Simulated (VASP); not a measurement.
Set up this calculation in VASP 6.6.1, as the native input.

* Task: single point
* Functional: PBE
* Potentials or basis: VASP PAW PBE potentials, release 64 (Cd, Ir)
* Cutoff: 520 eV
* k mesh: 12 × 12 × 8
* Occupations: gaussian, width 0.1 eV
* Spin: no spin polarisation
* Dipole correction: no
* Further INCAR settings: ALGO = Fast; EDIFF = 1e-06; NBANDS = 40

The structure of CdIr lies in POSCAR:

```
CdIr
1.0
    5.5603679352      0.0000000000      0.0000000000
   -2.7801839676      4.8154198863      0.0000000000
    0.0000000000      0.0000000000      4.5231180248
Cd Ir
3 3
Direct
    0.5000000000      0.0000000000      0.0000000000
    0.5000000000      0.5000000000      0.0000000000
    0.0000000000      0.5000000000      0.0000000000
    0.0000000000      0.0000000000      0.0000000000
    0.3333333333      0.6666666667      0.5000000000
    0.6666666667      0.3333333333      0.5000000000
```

One way to write it, as run:

INCAR

```
SYSTEM = CdIr
  ALGO = Fast
  EDIFF = 1E-6
  ENCUT = 520
  GGA = PE
  ISIF = 2
  ISMEAR = 0
  LASPH = .TRUE.
  LCHARG = .FALSE.
  LREAL = .FALSE.
  LWAVE = .FALSE.
  NBANDS = 40
  NELM = 100
  PREC = Accurate
  SIGMA = 0.1
```

KPOINTS

```
k-points
0
G
  12 12 8
  0 0 0
```

Potentials or basis: VASP PAW PBE potentials, release 64 (Cd, Ir).

Run with:

```sh
$ cat potpaw_PBE.64/Cd/POTCAR potpaw_PBE.64/Ir/POTCAR > POTCAR
$ mpirun -np 1 vasp_std > vasp.out
```

Results of the run:

The pressure is 1.0 GPa and the band gap on the k mesh is zero (an odd number of electrons rules out a gap without spin polarisation).

Caveat: spin-orbit coupling is left out, which moves the levels of the heavy elements.

Run time: 4 min on 1 thread of Intel(R) Xeon(R) 6975P-C (Granite Rapids), with other jobs on the host, peak memory 0.5 GiB.
